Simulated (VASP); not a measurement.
A run of VASP 6.6.1 is set up as follows.

File INCAR:

```
SYSTEM = VN
ALGO = Normal
EDIFF = 1E-6
ENCUT = 600
GGA = PE
GGA_COMPAT = .FALSE.
ISIF = 2
ISMEAR = 0
LASPH = .TRUE.
LCHARG = .FALSE.
LREAL = .FALSE.
LWAVE = .FALSE.
NBANDS = 16
NELM = 120
PREC = Accurate
SIGMA = 0.1
```

KPOINTS

```
k-points
0
G
  8 8 8
  0 0 0
```

The input POSCAR:

```
VN
1.0
    0.0000000000      2.0578656449      2.0578656449
    2.0578656449      0.0000000000      2.0578656449
    2.0578656449      2.0578656449      0.0000000000
V N
1 1
Direct
    0.0000000000      0.0000000000      0.0000000000
    0.5000000000      0.5000000000      0.5000000000
```

Potentials or basis: VASP PAW PBE potentials, release 64 (V_sv, N).

Command:

```bash
$ cat potpaw_PBE.64/V_sv/POTCAR potpaw_PBE.64/N/POTCAR > POTCAR
$ mpirun -np 1 vasp_std > vasp.out
```

Problem. Predict the pressure.

Solution. 0.8 GPa.

Problem. Predict the band gap on the k mesh.

Solution. Zero (bands 9 and 10 overlap by 2.14 eV).

Caveat: the run has no spin polarisation, though such a crystal can be magnetic. With open d or f shells a metallic result of PBE can be an artefact of self-interaction; +U or a hybrid may open a gap.
